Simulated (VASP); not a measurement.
# Al3BAs4 in VASP: further runs, part 2 of 3

VASP 6.6.1. The steps go on from the part before.

## 3. Single point, PBE

This run uses another cell than the first one, of 20.98 Å³/atom, 1.118 times its volume.

Contents of INCAR:

```
SYSTEM = Al3BAs4
ALGO = Normal
EDIFF = 1E-6
ENCUT = 500
GGA = PE
GGA_COMPAT = .FALSE.
ISIF = 2
ISMEAR = 0
LASPH = .TRUE.
LCHARG = .TRUE.
LELF = .TRUE.
LREAL = .FALSE.
LVHAR = .TRUE.
LWAVE = .FALSE.
NBANDS = 26
NELM = 120
PREC = Accurate
SIGMA = 0.1
```

Contents of KPOINTS:

```
k-points
0
G
  4 4 2
  0 0 0
```

Contents of POSCAR:

```
Al3BAs4
1.0
    3.8612326302      0.0000000000      0.0000000000
    0.0000000000      3.8612326302      0.0000000000
    0.0000000000      0.0000000000     11.2552416367
Al B As
3 1 4
Direct
    0.0000000000      0.0000000000      0.7350002664
    0.5000000000      0.5000000000      0.0000000000
    0.0000000000      1.0000000000      0.2649997336
    0.5000000000      0.5000000000      0.5000000000
    0.5000000000      0.0000000000      0.8673751438
    0.0000000000      0.5000000000      0.1326248562
    0.5000000000      0.0000000000      0.3993137402
    0.0000000000      0.5000000000      0.6006862598
```

Potentials or basis: VASP PAW PBE potentials, release 64 (Al, B, As).

On the command line:

```bash
$ cat potpaw_PBE.64/Al/POTCAR potpaw_PBE.64/B/POTCAR potpaw_PBE.64/As/POTCAR > POTCAR
$ mpirun -np 1 vasp_std > vasp.out
```

OUTCAR:

```text
SYSTEM = Al3BAs4
   EDIFF = 1E-6
   ENCUT = 500
   GGA = PE
   ISIF = 2
   ISMEAR = 0
   LASPH = .TRUE.
   LREAL = .FALSE.
   NELM = 120
   PREC = Accurate

 ion  position               nearest neighbor table
   1  0.000  0.000  0.735-   5 2.44   5 2.44   8 2.45   8 2.45
   2  0.500  0.500  0.000-   5 2.44   6 2.44   5 2.44   6 2.44
   3  0.000  0.000  0.265-   6 2.44   6 2.44   7 2.45   7 2.45
   4  0.500  0.500  0.500-   7 2.24   8 2.24   7 2.24   8 2.24
   5  0.500  0.000  0.867-   1 2.44   1 2.44   2 2.44   2 2.44
   6  0.000  0.500  0.133-   3 2.44   3 2.44   2 2.44   2 2.44
   7  0.500  0.000  0.399-   4 2.24   4 2.24   3 2.45   3 2.45
[... 546 lines left out ...]
  Total        0.6806120      0.6806120     -0.4237860      0.0000000     -0.0000000      0.0000000
  in kB        6.4983550      6.4983550     -4.0462289      0.0000000     -0.0000000      0.0000000
  external PRESSURE =       2.9834937 kB  Pullay stress =       0.0000000 kB

 VOLUME and BASIS-vectors are now :
 -----------------------------------------------------------------------------
  energy-cutoff  :      500.00
  volume of cell :      167.81
      direct lattice vectors                 reciprocal lattice vectors
     3.861232630  0.000000000  0.000000000     0.258984655  0.000000000  0.000000000
     0.000000000  3.861232630  0.000000000     0.000000000  0.258984655  0.000000000
     0.000000000  0.000000000 11.255241637     0.000000000  0.000000000  0.088847493

 POSITION                                       TOTAL-FORCE (eV/Angst)
 -----------------------------------------------------------------------------------
      0.00000      0.00000      8.27261         0.000000      0.000000     -0.004232
      1.93062      1.93062      0.00000        -0.000000      0.000000      0.000000
      0.00000      0.00000      2.98264        -0.000000      0.000000      0.004232
      1.93062      1.93062      5.62762        -0.000000     -0.000000      0.000000
      1.93062      0.00000      9.76252        -0.000000      0.000000      0.003557
      0.00000      1.93062      1.49272        -0.000000     -0.000000     -0.003557
      1.93062      0.00000      4.49437        -0.000000      0.000000      0.021956
      0.00000      1.93062      6.76087         0.000000      0.000000     -0.021956
 -----------------------------------------------------------------------------------
    total drift:                                0.000000     -0.000000      0.000000

  FREE ENERGIE OF THE ION-ELECTRON SYSTEM (eV)
  ---------------------------------------------------
  free  energy   TOTEN  =       -38.1931814937 eV

  energy  without entropy=      -38.1931814937  energy(sigma->0) =      -38.19318149
```

stdout:

```text
POSCAR found type information on POSCAR AlB As
 POSCAR found :  3 types and       8 ions
 scaLAPACK will be used
 LDA part: xc-table for (Slater+PW92), standard interpolation
 POSCAR, INCAR and KPOINTS ok, starting setup
 FFT: planning ... GRIDC
 FFT: planning ... GRID_SOFT
 FFT: planning ... GRID
 WAVECAR not read
 entering main loop
```

Run time: 66 s. Hardware: 1 thread of AMD EPYC 7R13, shared host; peak memory 0.22 GiB.

What came out:

```
Free energy            : -38.1932 eV
Pressure               : 0.3 GPa
Largest force          : 0.022 eV/Å
Band gap on the k mesh : 0.88 eV, direct
```

Forces on the atoms (eV/Å):
```
Al   0.000  0.000 -0.004
Al   0.000  0.000  0.000
Al   0.000  0.000  0.004
B    0.000  0.000  0.000
As   0.000  0.000  0.004
As   0.000  0.000 -0.004
As   0.000  0.000  0.022
As   0.000  0.000 -0.022
```

## 4. Single point, PBE

This run uses another cell than the first one, of 20.98 Å³/atom, 1.118 times its volume.

Contents of INCAR:

```
SYSTEM = Al3BAs4
  ALGO = Normal
  EDIFF = 1E-6
  ENCUT = 500
  GGA = PE
  GGA_COMPAT = .FALSE.
  ISIF = 2
  ISMEAR = 0
  LASPH = .TRUE.
  LCHARG = .FALSE.
  LREAL = .FALSE.
  LWAVE = .FALSE.
  NBANDS = 26
  NELM = 120
  PREC = Accurate
  SIGMA = 0.02
```

Contents of KPOINTS:

```
k-points
0
G
  8 8 4
  0 0 0
```

Edit POSCAR of step 3 so:

```diff
@@ -10,3 +10,3 @@
     0.5000000000      0.5000000000      0.0000000000
-    0.0000000000      1.0000000000      0.2649997336
+    0.0000000000      0.0000000000      0.2649997336
     0.5000000000      0.5000000000      0.5000000000
```

On the command line:

```bash
$ cat potpaw_PBE.64/Al/POTCAR potpaw_PBE.64/B/POTCAR potpaw_PBE.64/As/POTCAR > POTCAR
$ mpirun -np 1 vasp_std > vasp.out
```

It took 3.4 min on 1 thread of AMD EPYC 7R13, shared host; peak memory 0.31 GiB.

Results (log left out):

```
Free energy            : -38.3919 eV
Pressure               : 0.2 GPa
Largest force          : 0.005 eV/Å
Band gap on the k mesh : 0.88 eV, direct
```

Forces in eV/Å, atoms in the order of the input:
```
Al   0.000  0.000  0.002
Al   0.000  0.000  0.000
Al   0.000  0.000 -0.002
B    0.000  0.000  0.000
As   0.000  0.000  0.000
As   0.000  0.000  0.000
As   0.000  0.000  0.005
As   0.000  0.000 -0.005
```

Levels at points of the mesh, in eV from the valence-band top:
| k point | band 13 | band 14 | band 15 | band 16 | band 17 | band 18 | band 19 | band 20 |
| --- | --- | --- | --- | --- | --- | --- | --- | --- |
| (0.00, 0.00, 0.00) | -1.22 | -0.26 | 0.00 | 0.00 | 0.88 | 0.91 | 1.95 | 2.33 |
| (0.50, 0.00, 0.00) | -1.24 | -0.82 | -0.79 | -0.74 | 0.90 | 2.04 | 2.80 | 3.66 |
| (0.50, 0.50, 0.00) | -2.85 | -2.74 | -2.74 | -2.48 | 1.14 | 1.14 | 1.77 | 1.85 |
| (0.00, 0.00, 0.50) | -0.82 | -0.82 | -0.32 | -0.32 | 0.97 | 1.10 | 1.97 | 2.81 |
| (0.50, 0.00, 0.50) | -2.03 | -0.80 | -0.79 | -0.77 | 1.34 | 2.82 | 3.02 | 3.31 |
| (0.50, 0.50, 0.50) | -3.17 | -2.96 | -2.96 | -2.90 | 1.88 | 1.88 | 2.59 | 2.59 |

## 5. Single point, PBE

This run uses another cell than the first one, of 21.01 Å³/atom, 1.120 times its volume.

Contents of INCAR:

```
SYSTEM = Al3BAs4
ALGO = Normal ; EDIFF = 1E-6
ENCUT = 520 ; GGA = PE
ISIF = 2 ; ISMEAR = 0
LASPH = .TRUE. ; LCHARG = .FALSE.
LREAL = .FALSE. ; LWAVE = .FALSE.
NBANDS = 26 ; NELM = 60
PREC = Accurate ; SIGMA = 0.1
```

Contents of KPOINTS:

```
k-points
0
G
  4 4 2
  0 0 0
```

Contents of POSCAR:

```
Al3BAs4
1.0
    3.8809408742      0.0000000000      0.0000000000
    0.0000000000      3.8809408742      0.0000000000
    0.0000000000      0.0000000000     11.1582947443
Al B As
3 1 4
Direct
    0.0000000000      0.0000000000      0.7349639274
    0.5000000000      0.5000000000      0.0000000000
    0.0000000000      0.0000000000      0.2650360726
    0.5000000000      0.5000000000      0.5000000000
    0.5000000000      0.0000000000      0.8673591121
    0.0000000000      0.5000000000      0.1326408879
    0.5000000000      0.0000000000      0.3993968753
    0.0000000000      0.5000000000      0.6006031247
```

Potentials or basis: VASP PAW PBE potentials, release 64 (Al, B, As).

On the command line:

```bash
$ cat potpaw_PBE.64/Al/POTCAR potpaw_PBE.64/B/POTCAR potpaw_PBE.64/As/POTCAR > POTCAR
$ mpirun -np 1 vasp_std > vasp.out
```

OUTCAR:

```text
SYSTEM = Al3BAs4
   EDIFF = 1E-6
   ENCUT = 520
   GGA = PE
   ISIF = 2
   ISMEAR = 0
   LASPH = .TRUE.
   LREAL = .FALSE.
   NELM = 60
   PREC = Accurate

 ion  position               nearest neighbor table
   1  0.000  0.000  0.735-   5 2.44   5 2.44   8 2.45   8 2.45
   2  0.500  0.500  0.000-   5 2.44   6 2.44   5 2.44   6 2.44
   3  0.000  0.000  0.265-   6 2.44   6 2.44   7 2.45   7 2.45
   4  0.500  0.500  0.500-   7 2.24   8 2.24   7 2.24   8 2.24
   5  0.500  0.000  0.867-   1 2.44   1 2.44   2 2.44   2 2.44
   6  0.000  0.500  0.133-   3 2.44   3 2.44   2 2.44   2 2.44
   7  0.500  0.000  0.399-   4 2.24   4 2.24   3 2.45   3 2.45
   8  0.000  0.500  0.601-   4 2.24   4 2.24   1 2.45   1 2.45

  LATTYP: Found a simple tetragonal cell.
 ALAT       =     3.8809408742
 C/A-ratio  =     2.8751519557

  Lattice vectors:

 A1 = (   3.8809408742,   0.0000000000,   0.0000000000)
 A2 = (   0.0000000000,   3.8809408742,   0.0000000000)
 A3 = (   0.0000000000,   0.0000000000,  11.1582947443)

Analysis of symmetry for initial positions (statically):
=====================================================================
 Subroutine PRICEL returns:
 Original cell was already a primitive cell.

 Routine SETGRP: Setting up the symmetry group for a
 simple tetragonal supercell.

 Subroutine GETGRP returns: Found  8 space group operations
 (whereof  8 operations were pure point group operations)
 out of a pool of 16 trial point group operations.

The static configuration has the point symmetry D_2d.

Analysis of symmetry for dynamics (positions and initial velocities):
=====================================================================
 Subroutine PRICEL returns:
 Original cell was already a primitive cell.

 Routine SETGRP: Setting up the symmetry group for a
 simple tetragonal supercell.

 Subroutine GETGRP returns: Found  8 space group operations
 (whereof  8 operations were pure point group operations)
 out of a pool of 16 trial point group operations.

The dynamic configuration has the point symmetry D_2d.

 Subroutine INISYM returns: Found  8 space group operations
 (whereof  8 operations are pure point group operations),
 and found     1 'primitive' translations

----------------------------------------------------------------------------------------

                                     Primitive cell

  volume of cell :     168.0629

  direct lattice vectors                    reciprocal lattice vectors
     3.880940874  0.000000000  0.000000000     0.257669476  0.000000000  0.000000000
     0.000000000  3.880940874  0.000000000     0.000000000  0.257669476  0.000000000
     0.000000000  0.000000000 11.158294744     0.000000000  0.000000000  0.089619429

  length of vectors
     3.880940874  3.880940874 11.158294744     0.257669476  0.257669476  0.089619429

  position of ions in fractional coordinates (direct lattice)
     0.000000000  0.000000000  0.734963927
     0.500000000  0.500000000  0.000000000
     0.000000000  0.000000000  0.265036073
     0.500000000  0.500000000  0.500000000
     0.500000000  0.000000000  0.867359112
     0.000000000  0.500000000  0.132640888
     0.500000000  0.000000000  0.399396875
     0.000000000  0.500000000  0.600603125
[... 47 lines left out ...]
  0.250000  0.000000  0.500000      4.000000
  0.500000  0.000000  0.500000      2.000000
  0.250000  0.250000  0.500000      4.000000
  0.500000  0.250000  0.500000      4.000000
  0.500000  0.500000  0.500000      1.000000
   k-points           NKPTS =     12   k-points in BZ     NKDIM =     12   number of bands    NBANDS=     26
   number of dos      NEDOS =    301   number of ions     NIONS =      8
   total plane-waves  NPLWV =  75600
   dimension x,y,z NGX =    30 NGY =   30 NGZ =   84
   dimension x,y,z NGXF=    60 NGYF=   60 NGZF=  168
   ions per type =               3   1   4
   NGX,Y,Z   is equivalent  to a cutoff of  12.85, 12.85, 12.52 a.u.
   NGXF,Y,Z  is equivalent  to a cutoff of  25.70, 25.70, 25.03 a.u.
 SYSTEM =  Al3BAs4
   PREC   = accura    normal or accurate (medium, high low for compatibility)
   ISTART =      0    job   : 0-new  1-cont  2-samecut
   ICHARG =      2    charge: 1-file 2-atom 10-const
   ISPIN  =      1    spin polarized calculation?
   LNONCOLLINEAR =      F non collinear calculations
   LSORBIT =      F    spin-orbit coupling
   LASPH  =      T    aspherical Exc in radial PAW
   ENCUT  =  520.0 eV  38.22 Ry    6.18 a.u.   7.22  7.22 20.75*2*pi/ulx,y,z
   NELM   =     60;   NELMIN=  2; NELMDL= -5     # of ELM steps
   EDIFF  = 0.1E-05   stopping-criterion for ELM
   LREAL  =      F    real-space projection
   EDIFFG = 0.1E-04   stopping-criterion for IOM
   NSW    =      0    number of steps for IOM
   IBRION =     -1    ionic relax: 0-MD 1-quasi-New 2-CG
   NFREE  =      0    steps in history (QN), initial steepest desc. (CG)
   ISIF   =      2    stress and relaxation
   ISYM   =      2    0-nonsym 1-usesym 2-fastsym
   POTIM  = 0.5000    time-step for ionic-motion
   TEBEG  =    0.0;   TEEND  =   0.0 temperature during run
   PSTRESS=    0.0 pullay stress
   NELECT =      32.0000    total number of electrons
   NUPDOWN=      -1.0000    fix difference up-down
   EMIN   =  10.00;   EMAX   =-10.00  energy-range for DOS
   EFERMI =   0.00;   METHOD = LEGACY
   ISMEAR =     0;   SIGMA  =   0.10  broadening in eV -4-tet -1-fermi 0-gaus
   EFERMI_NEDOS =   21; number of points for ismear=-14 and -15
   IALGO  =     38    algorithm
   IMIX   =      4    mixing-type and parameters
     AMIX     =   0.40;   BMIX     =  1.00
     AMIX_MAG =   1.60;   BMIX_MAG =  1.00
  volume/ion in A,a.u.               =      21.01       141.77
  Fermi-wavevector in a.u.,A,eV,Ry     =   0.941819  1.779780 12.068686  0.887023
  Thomas-Fermi vector in A             =   2.069368
   LORBIT       =      0    0 simple, 1 ext, 2 COOP (PROOUT), +10 PAW based schemes
   GGA     = PE    functional components
   LHFCALC =     F    Hartree Fock is set to
   AEXX    =    0.0000 exact exchange contribution
   IVDW    =     0    specifies the selected vdW correction
   LEPSILON=     F    determine dielectric tensor
   LRPA    =     F    only Hartree local field effects (RPA)
 non-spin polarized calculation
 Gauss-broadening in eV      SIGMA  =   0.10
  energy-cutoff  :      520.00
  volume of cell :      168.06
 maximum number of plane-waves:      4560
 NGX is ok and might be reduce to    30
   NGX = 15   NGY = 15   NGZ = 41

 number of electron      31.9999998 magnetization

 Free energy of the ion-electron system (eV)
  ---------------------------------------------------
  ext. energy  EPLUGINS =         0.00000000
  ---------------------------------------------------
  free energy    TOTEN  =       -38.19889914 eV

  energy without entropy =      -38.19889914  energy(sigma->0) =      -38.19889914

 E-fermi :   4.6796     XC(G=0):  -9.2141

 val. band max:        4.2438135486   @ k =   0.0000   0.0000   0.0000
 cond. band min:       5.0991070373   @ k =   0.0000   0.0000   0.0000
 fundamental gap:      0.8552934887
 Fermi energy:         4.6796273668

 k-point     1 :       0.0000    0.0000    0.0000
  band No.  band energies     occupation
      1      -8.4762      2.00000
      2      -7.5303      2.00000
      3      -7.1853      2.00000
      4      -5.9722      2.00000
      5      -1.9461      2.00000
      6       0.3932      2.00000
[... 337 lines left out ...]
     25      11.1891      0.00000
     26      11.1891      0.00000

------------------------ aborting loop because EDIFF is reached ----------------------------------------

  FORCE on cell =-STRESS in cart. coord.  units (eV):
  Direction    XX          YY          ZZ          XY          YZ          ZX
  --------------------------------------------------------------------------------------
  -------------------------------------------------------------------------------------
  Total        0.2389988      0.2389988      0.2325686      0.0000000      0.0000000      0.0000000
  in kB        2.2784237      2.2784237      2.2171232      0.0000000      0.0000000      0.0000000
  external PRESSURE =       2.2579902 kB  Pullay stress =       0.0000000 kB

 VOLUME and BASIS-vectors are now :
 -----------------------------------------------------------------------------
  energy-cutoff  :      520.00
  volume of cell :      168.06
      direct lattice vectors                 reciprocal lattice vectors
     3.880940874  0.000000000  0.000000000     0.257669476  0.000000000  0.000000000
     0.000000000  3.880940874  0.000000000     0.000000000  0.257669476  0.000000000
     0.000000000  0.000000000 11.158294744     0.000000000  0.000000000  0.089619429

 POSITION                                       TOTAL-FORCE (eV/Angst)
 -----------------------------------------------------------------------------------
      0.00000      0.00000      8.20094        -0.000000      0.000000     -0.009272
      1.94047      1.94047      0.00000        -0.000000     -0.000000     -0.000000
      0.00000      0.00000      2.95735        -0.000000     -0.000000      0.009272
      1.94047      1.94047      5.57915        -0.000000      0.000000     -0.000000
      1.94047      0.00000      9.67825         0.000000      0.000000      0.002247
      0.00000      1.94047      1.48005        -0.000000      0.000000     -0.002247
      1.94047      0.00000      4.45659        -0.000000     -0.000000     -0.004705
      0.00000      1.94047      6.70171        -0.000000      0.000000      0.004705
 -----------------------------------------------------------------------------------
    total drift:                                0.000000      0.000000     -0.000000

  FREE ENERGIE OF THE ION-ELECTRON SYSTEM (eV)
  ---------------------------------------------------
  free  energy   TOTEN  =       -38.1988991384 eV

  energy  without entropy=      -38.1988991383  energy(sigma->0) =      -38.19889914
```

Wall time 24 s (1 thread of Intel Xeon 6975P-C (Granite Rapids), shared host); peak memory 0.27 GiB.

What came out:

* Free energy: -38.1989 eV
* Pressure: 0.2 GPa
* Largest force: 0.009 eV/Å
* Band gap on the k mesh: 0.86 eV, direct

Forces on the atoms (eV/Å):
```
Al   0.000  0.000 -0.009
Al   0.000  0.000  0.000
Al   0.000  0.000  0.009
B    0.000  0.000  0.000
As   0.000  0.000  0.002
As   0.000  0.000 -0.002
As   0.000  0.000 -0.005
As   0.000  0.000  0.005
```

A k mesh can miss the band edges.

[end of part 2 of 3]
